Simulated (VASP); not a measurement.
Crystal: Mo.

```
CELL_PARAMETERS angstrom
-1.58381 1.58381 1.58381
1.58381 -1.58381 1.58381
1.58381 1.58381 -1.58381
ATOMIC_POSITIONS crystal
Mo 0.00000 0.00000 0.00000
```

| Item | Value |
| --- | --- |
| Program | VASP 6.6.1 |
| Task | relaxation of cell and atoms |
| Functional | PBE |
| Dispersion | D3(BJ) |
| Potentials or basis | VASP PAW PBE potentials, release 64 (Mo_sv) |
| Cutoff | 600 eV |
| k mesh | 12 × 12 × 12 |
| Occupations | fermi-dirac, width 0.05 eV |
| Spin | no spin polarisation |

At the start: pressure -8.9 GPa; volume 15.89 Å³/atom.

How do energy, volume and symmetry change on relaxing?

Over 4 steps the energy falls by 15.2 meV/atom and the volume is 15.36 Å³/atom (-3.3 %); space group Im-3m (No. 229, to 0.1 Å) before and after.

The path:
```tsv
step	energy change (eV)	largest force (eV/Å)	pressure (GPa)	volume (Å³)
1	0.0000	0.0000	-8.86	15.89
2	0.1177	0.0000	32.97	13.96
3	-0.0152	0.0000	-0.38	15.38
4	-0.0152	0.0000	-0.03	15.36
```

Final structure:
```
Mo
1.0
    -1.56600    1.56600    1.56600
     1.56600   -1.56600    1.56600
     1.56600    1.56600   -1.56600
Mo
1
Direct
  0.00000 0.00000 0.00000
```
